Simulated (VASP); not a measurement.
**SnO2: single point with r2SCAN**

The system is SnO2.

```xyz
6
Lattice="4.8313 0.0000 0.0000 0.0000 4.8313 0.0000 0.0000 0.0000 3.0087" Properties=species:S:1:pos:R:3 pbc="T T T"
Sn    2.4157    2.4157    1.5043
Sn    0.0000    0.0000    0.0000
O     1.4705    1.4705    0.0000
O     3.8862    0.9451    1.5043
O     0.9451    3.8862    1.5043
O     3.3608    3.3608    0.0000
```

This cell differs from its parent crystal: uniaxial strain along c: -6.0 %.

```yaml
Program: VASP 6.6.1
Task: single point
Functional: r2SCAN
Potentials_or_basis: VASP PAW PBE potentials, release 64 (Sn_d, O)
Cutoff: 520 eV
k_mesh: 6 × 6 × 8
Occupations: gaussian, width 0.02 eV
Spin: no spin polarisation
Dipole_correction: no
Further_INCAR_settings: ALGO = Normal; EDIFF = 1e-06; NBANDS = 35
```

```
Pressure               : 12.5 GPa
Largest force          : 0.304 eV/Å
Band gap on the k mesh : 2.37 eV
```

Forces on the atoms (eV/Å):
```
Sn   0.000  0.000  0.000
Sn   0.000  0.000  0.000
O   -0.215 -0.215  0.000
O   -0.215  0.215  0.000
O    0.215 -0.215  0.000
O    0.215  0.215  0.000
```

Stress tensor (GPa, compression positive):
```
 4.44  0.00  0.00
 0.00  4.44  0.00
 0.00  0.00 28.58
```

Levels at points of the mesh, in eV from the valence-band top:
| k point | band 22 | band 23 | band 24 | band 25 | band 26 | band 27 | band 28 | band 29 | band 30 | band 31 |
| --- | --- | --- | --- | --- | --- | --- | --- | --- | --- | --- |
| (0.00, 0.00, 0.00) | -0.98 | -0.98 | -0.92 | -0.92 | 0.00 | 2.37 | 7.80 | 7.80 | 7.98 | 10.97 |
| (0.50, 0.00, 0.00) | -2.12 | -0.95 | -0.95 | -0.72 | -0.72 | 5.45 | 5.45 | 8.68 | 8.68 | 11.79 |
| (0.50, 0.50, 0.00) | -2.01 | -1.11 | -1.11 | -1.03 | -1.03 | 6.11 | 6.11 | 8.92 | 8.92 | 11.65 |
| (0.00, 0.00, 0.50) | -2.66 | -1.71 | -1.71 | -1.31 | -1.31 | 7.32 | 7.32 | 10.45 | 10.45 | 11.95 |
| (0.50, 0.00, 0.50) | -1.76 | -1.22 | -1.22 | -0.82 | -0.82 | 7.52 | 7.52 | 8.65 | 8.65 | 12.91 |
| (0.50, 0.50, 0.50) | -2.61 | -1.04 | -1.04 | -0.99 | -0.99 | 5.68 | 5.68 | 9.85 | 9.85 | 12.26 |

Wall time 7.6 min on 1 thread of Intel Xeon 8259CL, with other jobs on the host, peak memory 0.24 GiB.

Caveat: the cell differs from its parent crystal (uniaxial strain along c: -6.0 %); the stress differs along the axes, from 4 to 29 GPa; the PAW data sets were made with another functional, which shifts forces and pressure a little; spin-orbit coupling is left out, which moves the levels of the heavy elements.
